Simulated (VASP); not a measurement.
# SnO2 in VASP: further runs, part 2 of 3

VASP 6.6.1. The steps go on from the part before.

## (3) Single point, PBE

INCAR

```
ALGO = Normal ; EDIFF = 1E-6
ENCUT = 520 ; GGA = PE
ISIF = 2 ; ISMEAR = -1
ISYM = 0 ; LASPH = True
LCHARG = False ; LREAL = Auto
LWAVE = False ; NBANDS = 122
NELM = 60 ; PREC = Accurate
SIGMA = 0.1034
```

KPOINTS

```
k-points
0
Gamma
  1 1 1
```

POSCAR

```
SnO2
1.0
    6.7155290000      0.0495070000     -0.2513230000
    0.0495070000      6.9412360000     -0.0896220000
   -0.2513230000     -0.0896220000      7.0388050000
Sn O
8 16
Direct
    0.4913158111      0.6251780051      0.5481204078
    0.2266067363      0.2952325109      0.8504402115
    0.6927534727      0.1419780301      0.7165557557
    0.4137094050      0.7520188459      0.0064805207
    1.0020734118      0.9564678714      0.4401583308
    0.4393976106      0.1289983469      0.2718442712
    0.0393681837      0.4200684014      0.2426737920
    0.8864703756      0.7015728670      0.9039335168
    0.4050218807      1.0277596800      0.5551640076
    0.1619244187      0.5096992891      0.4928192499
    0.4597365352      0.7660873043      0.2995576155
    0.3178571732      1.0284383053      0.0009388690
    0.7948990410      0.8195976008      0.6029148965
    0.2652764248      0.8748792423      0.5580474945
    0.9589383019      0.7253547934      0.2077052849
    0.7156043462      0.1979329234      0.3682305413
    0.5855257614      0.6138910296      0.8441134870
    1.0105420774      0.1793373738      0.6676590757
    0.4471150363      0.3543754940      0.6521530477
    0.1372923882      0.1390069736      0.3057970519
    0.7657257258      0.9490441492     -0.0558657725
    0.1845461908      0.6650776902      0.8426896746
    0.8922738978      0.4174875338      0.9306342512
    0.3417865874      0.4059046451      0.1156832469
```

Potentials or basis: VASP PAW PBE potentials, release 64 (Sn_d, O).

The run is started by

```
$ cat potpaw_PBE.64/Sn_d/POTCAR potpaw_PBE.64/O/POTCAR > POTCAR
$ mpirun -np 1 vasp_gam > vasp.out
```

OUTCAR:

```text
EDIFF = 1E-6
   ENCUT = 520
   GGA = PE
   ISIF = 2
   ISMEAR = -1
   ISYM = 0
   LASPH = True
   LREAL = Auto
   NELM = 60
   PREC = Accurate

 ion  position               nearest neighbor table
   1  0.491  0.625  0.548-  11 2.02  19 2.07  17 2.14  14 2.29  10 2.37  13 2.46   9 2.85   4 3.40
                             8 3.55   2 3.72
   2  0.227  0.295  0.850-  18 2.03  24 2.10  19 2.16  12 2.21  23 2.49  22 2.58   7 3.21   6 3.42
                             3 3.48   4 3.55   8 3.63   1 3.72
[... 327 lines left out ...]
  Total        3.9576690      7.6391740      5.3147391     -2.3620156      7.9600388     -7.2042793
  in kB       19.3555806     37.3605389     25.9925375    -11.5517956     38.9297768    -35.2336204
  external PRESSURE =      27.5695523 kB  Pullay stress =       0.0000000 kB

 VOLUME and BASIS-vectors are now :
 -----------------------------------------------------------------------------
  energy-cutoff  :      520.00
  volume of cell :      327.60
      direct lattice vectors                 reciprocal lattice vectors
     6.715529000  0.049507000 -0.251323000     0.149114711 -0.000994951  0.005311525
     0.049507000  6.941236000 -0.089622000    -0.000994951  0.144096888  0.001799197
    -0.251323000 -0.089622000  7.038805000     0.005311525  0.001799197  0.142282128

 POSITION                                       TOTAL-FORCE (eV/Angst)
 -----------------------------------------------------------------------------------
      3.19264      4.31471      3.67860        -1.677299      0.438062     -0.329307
      1.32266      1.98428      5.90267        -0.677821      1.062596     -1.547033
      4.47915      0.95558      4.85687         1.565712     -0.395598      0.201904
      2.81388      5.23984     -0.12576        -0.752372      0.018389      2.431596
     -0.04935      6.59972      3.01195        -3.702369     -2.506777      0.236952
      2.88885      0.89280      1.79147        -0.192301     -0.192419     -0.306486
[... 16 lines left out ...]
      5.77887      2.85865      6.28889         1.576316     -2.130529      1.525251
      2.28630      2.82403      0.69200        -0.661686     -0.668565      0.169096
 -----------------------------------------------------------------------------------
    total drift:                                0.011830      0.002818     -0.004139

  FREE ENERGIE OF THE ION-ELECTRON SYSTEM (eV)
  ---------------------------------------------------
  free  energy   TOTEN  =      -135.5511284033 eV

  energy  without entropy=     -135.5447939822  energy(sigma->0) =     -135.54796119
```

OSZICAR:

```text
N       E                     dE             d eps       ncg     rms          rms(c)
DAV:   1     0.468713630259E+04    0.46871E+04   -0.97231E+04   300   0.298E+03
DAV:   2     0.115351218009E+04   -0.35336E+04   -0.33364E+04   252   0.101E+03
DAV:   3     0.156671093797E+02   -0.11378E+04   -0.10555E+04   262   0.356E+02
DAV:   4    -0.154267487785E+03   -0.16993E+03   -0.16644E+03   296   0.148E+02
DAV:   5    -0.161182166879E+03   -0.69147E+01   -0.68090E+01   288   0.316E+01    0.305E+01
DAV:   6    -0.135249625875E+03    0.25933E+02   -0.98797E+01   384   0.795E+01    0.112E+01
DAV:   7    -0.135781172046E+03   -0.53155E+00   -0.14578E+01   304   0.138E+01    0.680E+00
DAV:   8    -0.135602149615E+03    0.17902E+00   -0.20032E+00   336   0.731E+00    0.240E+00
DAV:   9    -0.135542438598E+03    0.59711E-01   -0.26275E-01   352   0.353E+00    0.660E-01
DAV:  10    -0.135548150600E+03   -0.57120E-02   -0.94932E-02   304   0.143E+00    0.322E-01
DAV:  11    -0.135549779346E+03   -0.16287E-02   -0.12882E-02   312   0.555E-01    0.206E-01
DAV:  12    -0.135550784915E+03   -0.10056E-02   -0.30254E-03   344   0.279E-01    0.993E-02
DAV:  13    -0.135551067419E+03   -0.28250E-03   -0.77733E-04   312   0.143E-01    0.427E-02
DAV:  14    -0.135551099334E+03   -0.31915E-04   -0.16721E-04   304   0.730E-02    0.242E-02
DAV:  15    -0.135551121666E+03   -0.22332E-04   -0.62802E-05   328   0.422E-02    0.144E-02
DAV:  16    -0.135551127508E+03   -0.58423E-05   -0.19404E-05   304   0.219E-02    0.669E-03
DAV:  17    -0.135551128403E+03   -0.89540E-06   -0.85078E-06   280   0.128E-02
   1 F= -.13555113E+03 E0= -.13554796E+03  d E =-.633442E-02
```

stdout:

```text
POSCAR found type information on POSCAR SnO
 POSCAR found :  2 types and      24 ions
 scaLAPACK will be used
 LDA part: xc-table for (Slater+PW92), standard interpolation
 POSCAR, INCAR and KPOINTS ok, starting setup
 FFT: planning ... GRIDC
 FFT: planning ... GRID_SOFT
 FFT: planning ... GRID
 WAVECAR not read
 entering main loop
```

Wall time 2.5 min (1 thread of Intel Xeon Platinum 8259CL at 2.50GHz (Skylake/Cascade Lake), shared host); peak memory 0.33 GiB.

Results:

* Free energy: -135.5511 eV
* Pressure: 2.8 GPa
* Largest force: 4.477 eV/Å
* Band gap on the k mesh: 1.28 eV

Forces on the atoms (eV/Å):
```
Sn  -1.677  0.438 -0.329
Sn  -0.678  1.063 -1.547
Sn   1.566 -0.396  0.202
Sn  -0.752  0.018  2.432
Sn  -3.702 -2.507  0.237
Sn  -0.192 -0.192 -0.306
Sn  -0.247  1.439  0.870
Sn   1.365  0.435 -0.712
O    0.372  0.672  0.432
O    0.445  0.290 -0.281
O    0.656  0.844 -2.554
O    0.952  1.087 -0.227
O   -0.007 -0.043 -0.515
O    2.235 -1.486  1.858
O   -0.020 -0.237 -0.237
O    0.802 -0.080  0.792
O    0.889  0.409 -0.854
O   -1.364 -1.111 -0.009
O    1.178 -2.047  0.731
O    0.367  1.949 -2.399
O   -2.038  3.312  0.492
O   -1.064 -1.059  0.230
O    1.576 -2.131  1.525
O   -0.662 -0.669  0.169
```

Levels at points of the mesh, in eV from the valence-band top:
```csv
k point,band 102,band 103,band 104,band 105,band 106,band 107
"(0.00, 0.00, 0.00)",-0.75,-0.60,0.00,1.28,1.64,2.06
```

Caveat: the k points lie up to 0.94 Å⁻¹ apart; spin-orbit coupling is left out, which moves the levels of the heavy elements.

## (4) Single point, PBE

INCAR

```
PREC = Accurate
ENCUT = 520
EDIFF = 1E-6
ISMEAR = -1
SIGMA = 0.1034
LREAL = Auto
LASPH = True
NELM = 100
ALGO = Normal
ISIF = 2
LWAVE = False
LCHARG = False
GGA = PE
ISYM = 0
NBANDS = 122
```

KPOINTS

```
Automatic mesh
0
Gamma
  1 1 1
```

POSCAR

```
SnO2
1.0
    6.7155290000      0.0495070000     -0.2513230000
    0.0495070000      6.9412360000     -0.0896220000
   -0.2513230000     -0.0896220000      7.0388050000
Sn O
8 16
Direct
    0.5061563482      0.6470886735      0.5477614614
    0.2230023151      0.3032823307      0.8536230766
    0.7174216241      0.1552755962      0.6945164221
    0.4294401696      0.7723493510     -0.0019591841
    0.9858748994      0.8824893783      0.4246920465
    0.4253250721      0.1311084219      0.2948502156
    0.0423272794      0.4113663749      0.2730533515
    0.8968977680      0.6879299691      0.8771951627
    0.4731593247      0.9879467280      0.6014270295
    0.1387447828      0.5793205422      0.4955417320
    0.4388933020      0.8161119667      0.2952294556
    0.3642029990      1.0706151175      0.0081876481
    0.8087970609      0.6975740089      0.5529215942
    0.3422267999      0.8417521991      0.7095276800
    0.9447128973      0.7218567996      0.1750608704
    0.7115756476      0.1794806036      0.4045011528
    0.6048386513      0.5974522883      0.8362687606
    1.0225807728      0.0719414897      0.6798639269
    0.4506375615      0.3374503205      0.6530988650
    0.1440738453      0.1360635211      0.3646947679
    0.7330677491      0.9399808019     -0.0745401037
    0.1939287051      0.6134950519      0.8804174000
    0.9535375256      0.3680844327      0.9567594747
    0.3630149902      0.4120683855      0.1825299052
```

The run is started by

```
$ cat potpaw_PBE.64/Sn_d/POTCAR potpaw_PBE.64/O/POTCAR > POTCAR
$ mpirun -np 1 vasp_gam > vasp.out
```

Run time: 2.6 min. Hardware: 1 thread of Intel Xeon Platinum 8259CL at 2.50GHz (Skylake/Cascade Lake), shared host; peak memory 0.33 GiB.

Results (log left out):

* Free energy: -137.1731 eV
* Pressure: -0.3 GPa
* Largest force: 2.736 eV/Å
* Band gap on the k mesh: 1.77 eV

Forces in eV/Å, atoms in the order of the input:
```
Sn  -1.731 -0.937 -0.471
Sn   1.432 -0.811 -0.672
Sn   0.314 -0.490  2.674
Sn   1.207  0.593  0.264
Sn   1.150 -0.288  0.017
Sn   0.922  0.509 -0.111
Sn   0.903  1.199 -0.759
Sn  -0.674  0.765  0.126
O   -0.759 -1.069  0.557
O    1.232  0.455 -0.255
O    0.146 -0.146 -1.025
O   -0.475  0.147  0.196
O   -1.151  0.247  1.150
O    0.352  1.232 -2.235
O    0.098 -1.053  0.271
O    0.693 -0.290 -0.719
O    0.760 -0.433  1.316
O   -1.148  0.186  0.615
O    0.071 -0.087 -0.270
O   -1.081 -0.048 -1.174
O    0.131  0.675 -0.522
O    0.083  0.472  0.157
O   -1.219 -0.182  0.703
O   -1.256 -0.646  0.170
```

Stress tensor (GPa, compression positive):
```
 2.12 -1.12 -2.26
-1.12 -3.43  4.48
-2.26  4.48  0.40
```

Levels at points of the mesh, in eV from the valence-band top:
```csv
k point,band 101,band 102,band 103,band 104,band 105,band 106,band 107,band 108
"(0.00, 0.00, 0.00)",-0.59,-0.35,-0.18,0.00,1.77,2.40,2.42,2.69
```

Caveat: the k points lie up to 0.94 Å⁻¹ apart; spin-orbit coupling is left out, which moves the levels of the heavy elements.

[end of part 2 of 3]
